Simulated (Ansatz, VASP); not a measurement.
Two plane-wave programs on AlFe

INCAR

```
SYSTEM = AlFe
ALGO = Normal ; EDIFF = 1E-6
ENCUT = 520 ; GGA = PS
ISIF = 2 ; ISMEAR = 0
ISPIN = 2 ; LASPH = .True.
LCHARG = .False. ; LMAXMIX = 4
LORBIT = 11 ; LREAL = .False.
LWAVE = .False. ; MAGMOM = 0 0.75
NBANDS = 16 ; NELM = 150
PREC = Accurate ; SIGMA = 0.1
```

Contents of KPOINTS:

```
k-points
0
Gamma
  14 14 14
  0 0 0
```

File POSCAR:

```
AlFe
1.0
    2.9008067811      0.0000000000      0.0000000000
    0.0000000000      2.9008067811      0.0000000000
    0.0000000000      0.0000000000      2.9008067811
Al Fe
1 1
Direct
    0.0000000000      0.0000000000      0.0000000000
    0.5000000000      0.5000000000      0.5000000000
```

Input for Ansatz:

```yaml
crystal:
  lattice:
    - [2.9008067811, 0.0, 0.0]
    - [0.0, 2.9008067811, 0.0]
    - [0.0, 0.0, 2.9008067811]
  atoms:
    - { symbol: Al, position: [0.0, 0.0, 0.0] }
    - { symbol: Fe, position: [0.5, 0.5, 0.5], spin: 0.75 }
basis:
  ecutwfc: 420
kpoints:
  mp_grid: { grid: [14, 14, 14] }
hamiltonian:
  xc: pbesol
scf:
  occupations: { method: gaussian, width: 0.1 }
output:
  forces: true
  stress: true
  eigenvalues: true
  populations: true
magnetization:
  spin_polarized: true
```

Alike in both runs: task single point; functional PBEsol; k mesh 14 × 14 × 14; occupations gaussian, width 0.1 eV; collinear spin.

|  | VASP | Ansatz |
| --- | --- | --- |
| version | VASP 6.6.1 | Ansatz 0.2.0 |
| potentials or method | VASP PAW PBE potentials, release 64 (Al, Fe), cutoff 520 eV | scalar-relativistic, plane waves, PAW |
| valence electrons in the cell | 11 | 19 |

```csv
,VASP,Ansatz,Ansatz less VASP
gap on the k mesh at the Fermi level (eV),none,none,-
pressure (GPa),-9.6,-9.8,-0.18
net moment per atom (μB),0.35,0.35,+0.002
```

VASP's potentials were made for PBE, not for PBEsol. A gap of «none» marks a metal or a gap that the smearing closes. VASP's potentials hold 11 valence electrons a cell and Ansatz's 19, so a difference there can come from the potentials and not from the codes.
